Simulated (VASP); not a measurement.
# TiC (Fm-3m) in VASP: notebook

Aim: see how the results for TiC move with the level of theory and the settings. Levels: PBE+U, RPBE+D4, revPBE+D3(BJ). Tasks: relaxation of cell and atoms, single point.

Everything below comes from runs of VASP 6.6.1. Logs are shortened: lines on timing, memory, paths and dates and some standing lists are left out, and cuts for length are marked.

## (1) The cell of the first run

Symmetry: Fm-3m, No. 225, cubic system. Conventional cell: a = 4.331 Å, b = 4.331 Å, c = 4.331 Å, α = 90.00°, β = 90.00°, γ = 90.00°. Ti (site symmetry m-3m) has 6 C at 2.17 Å within 2.9 Å. Within 2.9 Å of C (site symmetry m-3m) lie 6 Ti at 2.17 Å.

## (2) Relaxation of cell and atoms, PBE+U

INCAR

```
SYSTEM = TiC
PREC     = Accurate       ! precision mode
ENCUT    = 600            ! plane-wave cutoff, eV
EDIFF    = 1E-7           ! SCF threshold, eV
ISMEAR   = -1             ! smearing method
SIGMA    = 0.05           ! smearing width, eV
LREAL    = .FALSE.        ! projectors in reciprocal space
LASPH    = .TRUE.         ! aspherical terms in the spheres
NELM     = 150            ! most SCF steps
ALGO     = Normal         ! electronic algorithm
ISIF     = 3              ! what is computed and relaxed
LWAVE    = .FALSE.        ! write WAVECAR
LCHARG   = .FALSE.        ! write CHGCAR
LMAXMIX  = 4              ! l up to which the mixer works
LDAU     = .TRUE.         ! DFT+U
LDAUTYPE = 2            
LDAUL    = 2 -1           ! shell
LDAUU    = 6 0            ! U, eV
LDAUJ    = 0 0          
LDAUPRINT= 1            
GGA      = PE             ! functional
IBRION   = 2              ! ionic algorithm
NSW      = 60             ! ionic steps
EDIFFG   = -0.01          ! ionic threshold
```

KPOINTS

```
regular mesh
0
G
  11 11 11
  0 0 0
```

POSCAR

```
TiC
1.0
    0.0000000000      2.1657188437      2.1657188437
    2.1657188437      0.0000000000      2.1657188437
    2.1657188437      2.1657188437      0.0000000000
Ti C
1 1
Direct
    0.0000000000      0.0000000000      0.0000000000
    0.5000000000      0.5000000000      0.5000000000
```

Potentials or basis: VASP PAW PBE potentials, release 64 (Ti_sv, C).

The run is started by

```
$ cat potpaw_PBE.64/Ti_sv/POTCAR potpaw_PBE.64/C/POTCAR > POTCAR
$ mpirun -np 1 vasp_std > vasp.out
```

OUTCAR:

```text
SYSTEM = TiC
   PREC = Accurate
   ENCUT = 600
   EDIFF = 1E-7
   ISMEAR = -1
   LREAL = .FALSE.
   LASPH = .TRUE.
   NELM = 150
   ISIF = 3
   GGA = PE
   IBRION = 2
   NSW = 60
   EDIFFG = -0.01

 ion  position               nearest neighbor table
   1  0.000  0.000  0.000-   2 2.17   2 2.17   2 2.17   2 2.17   2 2.17   2 2.17
   2  0.500  0.500  0.500-   1 2.17   1 2.17   1 2.17   1 2.17   1 2.17   1 2.17

  LATTYP: Found a face centered cubic cell.
 ALAT       =     4.3314376874

  Lattice vectors:

 A1 = (   0.0000000000,   2.1657188437,   2.1657188437)
 A2 = (   2.1657188437,   0.0000000000,   2.1657188437)
 A3 = (   2.1657188437,   2.1657188437,   0.0000000000)

Analysis of symmetry for initial positions (statically):
=====================================================================
 Subroutine PRICEL returns:
 Original cell was already a primitive cell.

 Routine SETGRP: Setting up the symmetry group for a
 face centered cubic supercell.

 Subroutine GETGRP returns: Found 48 space group operations
 (whereof 48 operations were pure point group operations)
 out of a pool of 48 trial point group operations.

The static configuration has the point symmetry O_h .

Analysis of symmetry for dynamics (positions and initial velocities):
=====================================================================
 Subroutine PRICEL returns:
 Original cell was already a primitive cell.

 Routine SETGRP: Setting up the symmetry group for a
 face centered cubic supercell.

 Subroutine GETGRP returns: Found 48 space group operations
 (whereof 48 operations were pure point group operations)
 out of a pool of 48 trial point group operations.

The dynamic configuration has the point symmetry O_h .

 Subroutine INISYM returns: Found 48 space group operations
 (whereof 48 operations are pure point group operations),
 and found     1 'primitive' translations

----------------------------------------------------------------------------------------

                                     Primitive cell

  volume of cell :      20.3159

  direct lattice vectors                    reciprocal lattice vectors
     0.000000000  2.165718844  2.165718844    -0.230870227  0.230870227  0.230870227
     2.165718844  0.000000000  2.165718844     0.230870227 -0.230870227  0.230870227
     2.165718844  2.165718844  0.000000000     0.230870227  0.230870227 -0.230870227

  length of vectors
     3.062788961  3.062788961  3.062788961     0.399878962  0.399878962  0.399878962

  position of ions in fractional coordinates (direct lattice)
     0.000000000  0.000000000  0.000000000
     0.500000000  0.500000000  0.500000000

  ion indices of the primitive-cell ions
   primitive index   ion index
                 1           1
                 2           2

----------------------------------------------------------------------------------------

 KPOINTS: regular mesh

Automatic generation of k-mesh.
 Grid dimensions read from file:
 generate k-points for:   11   11   11

 Generating k-lattice:

  Cartesian coordinates                     Fractional coordinates (reciprocal lattice)
    -0.020988202  0.020988202  0.020988202     0.090909091  0.000000000  0.000000000
     0.020988202 -0.020988202  0.020988202     0.000000000  0.090909091  0.000000000
     0.020988202  0.020988202 -0.020988202     0.000000000  0.000000000  0.090909091

  Length of vectors
     0.036352633  0.036352633  0.036352633

  Shift w.r.t. Gamma in fractional coordinates (k-lattice)
     0.000000000  0.000000000  0.000000000

 Subroutine IBZKPT returns following result:
 ===========================================

 Found     56 irreducible k-points:

 Following reciprocal coordinates:
            Coordinates               Weight
  0.000000  0.000000  0.000000      1.000000
  0.090909  0.000000  0.000000      8.000000
  0.181818  0.000000  0.000000      8.000000
  0.272727  0.000000  0.000000      8.000000
  0.363636  0.000000  0.000000      8.000000
  0.454545  0.000000  0.000000      8.000000
[... 16 lines left out ...]
 -0.272727  0.181818  0.000000     24.000000
 -0.181818  0.181818  0.000000     12.000000
 [... further k-points ...]
   k-points           NKPTS =     56   k-points in BZ     NKDIM =     56   number of bands    NBANDS=     12
   number of dos      NEDOS =    301   number of ions     NIONS =      2
   total plane-waves  NPLWV =  13824
   dimension x,y,z NGX =    24 NGY =   24 NGZ =   24
   dimension x,y,z NGXF=    48 NGYF=   48 NGZF=   48
   ions per type =               1   1
   NGX,Y,Z   is equivalent  to a cutoff of  13.03, 13.03, 13.03 a.u.
   NGXF,Y,Z  is equivalent  to a cutoff of  26.05, 26.05, 26.05 a.u.
 SYSTEM =  TiC
   PREC   = accura    normal or accurate (medium, high low for compatibility)
   ISTART =      0    job   : 0-new  1-cont  2-samecut
   ICHARG =      2    charge: 1-file 2-atom 10-const
   ISPIN  =      1    spin polarized calculation?
[... 33 lines left out ...]
   J (eV)           for each species LDAUJ =   0.0  0.0
   GGA     = PE    functional components
   LHFCALC =     F    Hartree Fock is set to
   AEXX    =    0.0000 exact exchange contribution
   IVDW    =     0    specifies the selected vdW correction
   LEPSILON=     F    determine dielectric tensor
   LRPA    =     F    only Hartree local field effects (RPA)
 conjugate gradient relaxation of ions
 non-spin polarized calculation
  energy-cutoff  :      600.00
  volume of cell :       20.32
 maximum number of plane-waves:       690
   NGX = 13   NGY = 13   NGZ = 13

--------------------------------------- Ionic step        1  -------------------------------------------

 number of electron      16.0000000 magnetization

 Free energy of the ion-electron system (eV)
  ---------------------------------------------------
  ext. energy  EPLUGINS =         0.00000000
  ---------------------------------------------------
  free energy    TOTEN  =       -14.33522116 eV

  energy without entropy =      -14.33282903  energy(sigma->0) =      -14.33402510

 E-fermi :  10.2475     XC(G=0): -12.7116

 val. band max:       10.2229240366   @ k =   0.0909   0.0000   0.0000
 cond. band min:      10.3137760330   @ k =  -0.4545   0.4545   0.0000
 fundamental gap:      0.0908519964
 Fermi energy:        10.2475303800

 k-point     1 :       0.0000    0.0000    0.0000
  band No.  band energies     occupation
      1     -48.0729      2.00000
      2     -24.0485      2.00000
      3     -24.0485      2.00000
      4     -24.0485      2.00000
      5      -2.7373      2.00000
      6      11.4842      0.00000
      7      11.4842      0.00000
      8      11.4842      0.00000
      9      11.5520      0.00000
     10      11.5520      0.00000
     11      11.5520      0.00000
     12      11.6765      0.00000
[... 446 lines left out ...]
  FREE ENERGIE OF THE ION-ELECTRON SYSTEM (eV)
  ---------------------------------------------------
  free  energy   TOTEN  =       -14.4082921806 eV

  energy  without entropy=      -14.4059259648  energy(sigma->0) =      -14.40710907

atom =   1  type =  1  l = 2

 onsite density matrix

spin component  1

  0.0984  0.0000  0.0000  0.0000 -0.0000
  0.0000  0.0984  0.0000  0.0000 -0.0000
  0.0000  0.0000  0.2731  0.0000  0.0000
  0.0000  0.0000  0.0000  0.0984 -0.0000
 -0.0000 -0.0000  0.0000 -0.0000  0.2731

spin component  2

  0.0984  0.0000  0.0000  0.0000 -0.0000
  0.0000  0.0984  0.0000  0.0000 -0.0000
  0.0000  0.0000  0.2731  0.0000  0.0000
  0.0000  0.0000  0.0000  0.0984 -0.0000
 -0.0000 -0.0000  0.0000 -0.0000  0.2731

 occupancies and eigenvectors

  o =  0.0984  v =  1.0000  0.0000  0.0000  0.0000  0.0000  0.0000  0.0000  0.0000  0.0000  0.0000      0.0000  0.0000  0.0000  0.0000  0.0000  0.0000  0.0000  0.0000  0.0000  0.0000
  o =  0.0984  v =  0.0000  0.0000  0.0000  0.0000  0.0000  1.0000  0.0000  0.0000  0.0000  0.0000      0.0000  0.0000  0.0000  0.0000  0.0000  0.0000  0.0000  0.0000  0.0000  0.0000
  o =  0.0984  v =  0.0000 -0.2728  0.0000  0.9621 -0.0000  0.0000  0.0000  0.0000  0.0000  0.0000      0.0000  0.0000  0.0000  0.0000  0.0000  0.0000  0.0000  0.0000  0.0000  0.0000
  o =  0.0984  v =  0.0000  0.0000  0.0000  0.0000  0.0000  0.0000 -0.2728  0.0000  0.9621 -0.0000      0.0000  0.0000  0.0000  0.0000  0.0000  0.0000  0.0000  0.0000  0.0000  0.0000
  o =  0.0984  v =  0.0000 -0.9621 -0.0000 -0.2728 -0.0000  0.0000  0.0000  0.0000  0.0000  0.0000      0.0000  0.0000  0.0000  0.0000  0.0000  0.0000  0.0000  0.0000  0.0000  0.0000
  o =  0.0984  v =  0.0000  0.0000  0.0000  0.0000  0.0000  0.0000 -0.9621 -0.0000 -0.2728 -0.0000      0.0000  0.0000  0.0000  0.0000  0.0000  0.0000  0.0000  0.0000  0.0000  0.0000
  o =  0.2731  v =  0.0000  0.0000  0.0000  0.0000  0.0000  0.0000 -0.0000  0.9996 -0.0000 -0.0290      0.0000  0.0000  0.0000  0.0000  0.0000  0.0000  0.0000  0.0000  0.0000  0.0000
  o =  0.2731  v =  0.0000 -0.0000  0.9996 -0.0000 -0.0290  0.0000  0.0000  0.0000  0.0000  0.0000      0.0000  0.0000  0.0000  0.0000  0.0000  0.0000  0.0000  0.0000  0.0000  0.0000
  o =  0.2731  v =  0.0000  0.0000  0.0000  0.0000  0.0000  0.0000 -0.0000  0.0290  0.0000  0.9996      0.0000  0.0000  0.0000  0.0000  0.0000  0.0000  0.0000  0.0000  0.0000  0.0000
  o =  0.2731  v =  0.0000 -0.0000  0.0290  0.0000  0.9996  0.0000  0.0000  0.0000  0.0000  0.0000      0.0000  0.0000  0.0000  0.0000  0.0000  0.0000  0.0000  0.0000  0.0000  0.0000

--------------------------------------- Ionic step        4  -------------------------------------------

 number of electron      16.0000000 magnetization

 Free energy of the ion-electron system (eV)
  ---------------------------------------------------
  ext. energy  EPLUGINS =         0.00000000
  ---------------------------------------------------
  free energy    TOTEN  =       -14.40832454 eV

  energy without entropy =      -14.40595696  energy(sigma->0) =      -14.40714075

 E-fermi :   9.4774     XC(G=0): -12.3749

 val. band max:        9.4478444603   @ k =   0.0909   0.0000   0.0000
 cond. band min:       9.5407379670   @ k =  -0.4545   0.4545   0.0000
 fundamental gap:      0.0928935067
 Fermi energy:         9.4774421589

 k-point     1 :       0.0000    0.0000    0.0000
  band No.  band energies     occupation
      1     -49.0944      2.00000
      2     -25.0958      2.00000
      3     -25.0958      2.00000
      4     -25.0958      2.00000
      5      -3.1778      2.00000
      6      10.6682      0.00000
      7      10.6682      0.00000
      8      10.6682      0.00000
      9      10.7067      0.00000
     10      10.7067      0.00000
     11      10.7067      0.00000
     12      10.7641      0.00000
[... 374 lines left out ...]
  FREE ENERGIE OF THE ION-ELECTRON SYSTEM (eV)
  ---------------------------------------------------
  free  energy   TOTEN  =       -14.4083245375 eV

  energy  without entropy=      -14.4059569635  energy(sigma->0) =      -14.40714075

 reached required accuracy - stopping structural energy minimisation
```

It took 38 s on 1 thread of Intel Xeon Platinum 8259CL at 2.50GHz (Skylake/Cascade Lake), shared host; peak memory 0.15 GiB.

What came out:

```
Free energy                            : -14.4083 eV
Relaxed volume                         : 10.86 Å³/atom
Relaxed cell                           : a = 3.131 Å, b = 3.131 Å, c = 3.131 Å, α = 60.00°, β = 60.00°, γ = 60.00°
Space group after relaxing (to 0.05 Å) : Fm-3m (No. 225)
Energy gained by relaxing              : 36.6 meV/atom
Ionic steps                            : 4
Pressure after relaxing                : 0.0 GPa
Band gap on the k mesh                 : zero (band 8 reaches 10.67 eV, above the bottom of band 9 at 8.85 eV)
```

Step by step:
```
step  energy change (eV)  largest force (eV/Å)  pressure (GPa)  volume (Å³)
   1              0.0000                0.0000           17.73        20.32
   2              0.0534                0.0000          -17.93        23.80
   3             -0.0731                0.0000           -0.34        21.74
   4             -0.0731                0.0000           -0.02        21.71
```

Final structure:
```yaml
crystal:
  lattice:
    - [0.00000, 2.21429, 2.21429]
    - [2.21429, 0.00000, 2.21429]
    - [2.21429, 2.21429, 0.00000]
  atoms:
    - { symbol: Ti, position: [0.00000, 0.00000, 0.00000] }
    - { symbol: C, position: [0.50000, 0.50000, 0.50000] }
```

Eigenvalues of the final occupation matrices:
| site | spin | trace | eigenvalues |
| --- | --- | --- | --- |
| site 1 d | 1 | 0.84 | 0.10 0.10 0.10 0.27 0.27 |
| site 1 d | 2 | 0.84 | 0.10 0.10 0.10 0.27 0.27 |

Caveat: U without spin polarisation on a metal has little footing; the U is typed as a test and isn't derived for this compound.

## (3) Relaxation of cell and atoms, PBE+U

INCAR

```
SYSTEM = TiC
PREC = Accurate ; ENCUT = 600
EDIFF = 1E-6 ; ISMEAR = -1
SIGMA = 0.05 ; LREAL = .FALSE.
LASPH = .TRUE. ; NELM = 150
ALGO = Normal ; ISIF = 3
LWAVE = .FALSE. ; LCHARG = .FALSE.
LMAXMIX = 4 ; LDAU = .TRUE.
LDAUTYPE = 2 ; LDAUL = 2 -1
LDAUU = 8 0 ; LDAUJ = 0 0
LDAUPRINT = 1 ; GGA = PE
IBRION = 2 ; NSW = 60
EDIFFG = -0.01
```

KPOINTS is that of step 2.

POSCAR is that of step 2.

Potentials or basis: VASP PAW PBE potentials, release 64 (Ti_sv, C).

The run is started by

```
$ cat potpaw_PBE.64/Ti_sv/POTCAR potpaw_PBE.64/C/POTCAR > POTCAR
$ mpirun -np 1 vasp_std > vasp.out
```

Run time: 34 s. Hardware: 1 thread of Intel Xeon Platinum 8259CL at 2.50GHz (Skylake/Cascade Lake), shared host; peak memory 0.15 GiB.

Results (log left out):

```yaml
Free_energy: -13.1180 eV
Relaxed_volume: 11.09 Å³/atom
Relaxed_cell: a = 3.153 Å, b = 3.153 Å, c = 3.153 Å, α = 60.00°, β = 60.00°, γ = 60.00°
Space_group_after_relaxing_to_0.05_Å: Fm-3m (No. 225)
Energy_gained_by_relaxing: 64.1 meV/atom
Ionic_steps: 4
Pressure_after_relaxing: 0.0 GPa
Band_gap_on_the_k_mesh: zero (band 8 reaches 10.60 eV, above the bottom of band 9 at 8.78 eV)
```

Step by step:
```csv
step,energy change (eV),largest force (eV/Å),pressure (GPa),volume (Å³)
1,0.0000,0.0000,23.81,20.32
2,0.0956,0.0000,-22.15,25.09
3,-0.1281,0.0000,-0.60,22.23
4,-0.1282,0.0000,0.00,22.17
```

Final structure:
```
Ti C
1.0
     0.00000    2.22982    2.22982
     2.22982    0.00000    2.22982
     2.22982    2.22982    0.00000
Ti C
1 1
Direct
  0.00000 0.00000 0.00000
  0.50000 0.50000 0.50000
```

Levels at points of the mesh, in eV from the Fermi level:
```tsv
k point	band 4	band 5	band 6	band 7	band 8	band 9	band 10	band 11	band 12
(0.00, 0.00, 0.00)	-35.23	-12.74	1.09	1.09	1.09	1.16	1.16	1.42	1.42
```

Eigenvalues of the final occupation matrices:
| site | spin | trace | eigenvalues |
| --- | --- | --- | --- |
| site 1 d | 1 | 0.79 | 0.08 0.08 0.08 0.27 0.27 |
| site 1 d | 2 | 0.79 | 0.08 0.08 0.08 0.27 0.27 |

Caveat: U without spin polarisation on a metal has little footing; the U is typed as a test and isn't derived for this compound.

## (4) Single point, RPBE+D4

This run uses another cell than the first one, of 9.92 Å³/atom, 0.977 times its volume.

INCAR

```
SYSTEM = TiC
PREC     = Accurate       ! precision mode
ENCUT    = 520            ! plane-wave cutoff, eV
EDIFF    = 1E-6           ! SCF threshold, eV
ISMEAR   = -1             ! smearing method
SIGMA    = 0.05           ! smearing width, eV
LREAL    = .False.        ! projectors in reciprocal space
LASPH    = .True.         ! aspherical terms in the spheres
NELM     = 100            ! most SCF steps
ALGO     = Normal         ! electronic algorithm
ISIF     = 2              ! what is computed and relaxed
LWAVE    = .False.        ! write WAVECAR
LCHARG   = .False.        ! write CHGCAR
GGA      = RP             ! functional
IVDW     = 13             ! dispersion correction
NBANDS   = 15             ! bands
```

KPOINTS

```
Automatic mesh
0
Gamma
  11 11 11
  0 0 0
```

POSCAR

```
TiC
1.0
    0.0000000000      2.1486602516      2.1486602516
    2.1486602516      0.0000000000      2.1486602516
    2.1486602516      2.1486602516      0.0000000000
Ti C
1 1
Direct
    0.0000000000      0.0000000000      0.0000000000
    0.5000000000      0.5000000000      0.5000000000
```

The run is started by

```
$ cat potpaw_PBE.64/Ti_sv/POTCAR potpaw_PBE.64/C/POTCAR > POTCAR
$ mpirun -np 1 vasp_std > vasp.out
```

Wall time 7 s (1 thread of Intel Xeon 6975P-C (Granite Rapids), shared host); peak memory 0.14 GiB.

The run converged. Its results:

* Free energy: -18.9451 eV
* Pressure: 0.2 GPa
* Band gap on the k mesh: zero (band 8 reaches 10.53 eV, above the bottom of band 9 at 9.40 eV)
* Dispersion energy per atom: -0.585 eV

Levels at points of the mesh, in eV from the Fermi level:
```
           k point  band 4  band 5  band 6  band 7  band 8  band 9  band 10  band 11  band 12  band 13
(0.00, 0.00, 0.00)  -32.67  -12.64    0.65    0.65    0.65    1.64     1.64     1.64     1.69     1.69
```

Caveat: the PAW data sets were made with another functional, which shifts forces and pressure a little; pairwise dispersion overbinds metals, which lowers pressure and volume.

## (5) Single point, revPBE+D3(BJ)

This run uses another cell than the first one, of 9.74 Å³/atom, 0.958 times its volume.

INCAR

```
ALGO = Normal
EDIFF = 1E-6
ENCUT = 520
GGA = RE
ISIF = 2
ISMEAR = -1
IVDW = 12
LASPH = True
LCHARG = False
LREAL = False
LWAVE = False
NBANDS = 15
NELM = 100
PREC = Accurate
SIGMA = 0.05
```

KPOINTS

```
k-points
0
Gamma
  11 11 11
```

POSCAR

```
TiC
1.0
    0.0000000000      2.1353107596      2.1353107596
    2.1353107596      0.0000000000      2.1353107596
    2.1353107596      2.1353107596      0.0000000000
Ti C
1 1
Direct
    0.0000000000      0.0000000000      0.0000000000
    0.5000000000      0.5000000000      0.5000000000
```

The run is started by

```
$ cat potpaw_PBE.64/Ti_sv/POTCAR potpaw_PBE.64/C/POTCAR > POTCAR
$ mpirun -np 1 vasp_std > vasp.out
```

Wall time 6.2 s (1 thread of Intel Xeon 6975P-C (Granite Rapids), shared host); peak memory 0.15 GiB.

It converged, with:

```
Free energy                : -19.6976 eV
Pressure                   : 0.2 GPa
Band gap on the k mesh     : zero (band 8 reaches 10.72 eV, above the bottom of band 9 at 9.59 eV)
Dispersion energy per atom : -0.891 eV
```

Levels at points of the mesh, in eV from the Fermi level:
```csv
k point,band 4,band 5,band 6,band 7,band 8,band 9,band 10,band 11,band 12,band 13
"(0.00, 0.00, 0.00)",-32.59,-12.72,0.65,0.65,0.65,1.66,1.66,1.66,1.73,1.73
```

Caveat: the PAW data sets were made with another functional, which shifts forces and pressure a little; pairwise dispersion overbinds metals, which lowers pressure and volume.

## (6) The runs side by side

```tsv
task	level	U	cell	cutoff (eV)	gap on the mesh (eV)	pressure (GPa)	relaxed volume (Å³/atom)
relaxation of cell and atoms	PBE+U	Ti d U = 6.0 eV	relaxed from a = 3.063 Å, angles 60.0°, 2 atoms	600	none	0.0	10.86
relaxation of cell and atoms	PBE+U	Ti d U = 8.0 eV	relaxed from a = 3.063 Å, angles 60.0°, 2 atoms	600	none	0.0	11.09
single point	RPBE+D4	-	a = 3.039 Å, angles 60.0°, 2 atoms	520	none	0.2	-
single point	revPBE+D3(BJ)	-	a = 3.020 Å, angles 60.0°, 2 atoms	520	none	0.2	-
```

Alike in all rows: potentials or basis VASP PAW PBE potentials, release 64 (Ti_sv, C); no spin polarisation; k mesh 11 × 11 × 11; smearing fermi-dirac 0.05 eV.

Caveats: U without spin polarisation on a metal has little footing (some runs); the U is typed as a test and isn't derived for this compound (some runs); the PAW data sets were made with another functional, which shifts forces and pressure a little (some runs); pairwise dispersion overbinds metals, which lowers pressure and volume (some runs).

Absolute energies hang on the potentials; compare differences alone.
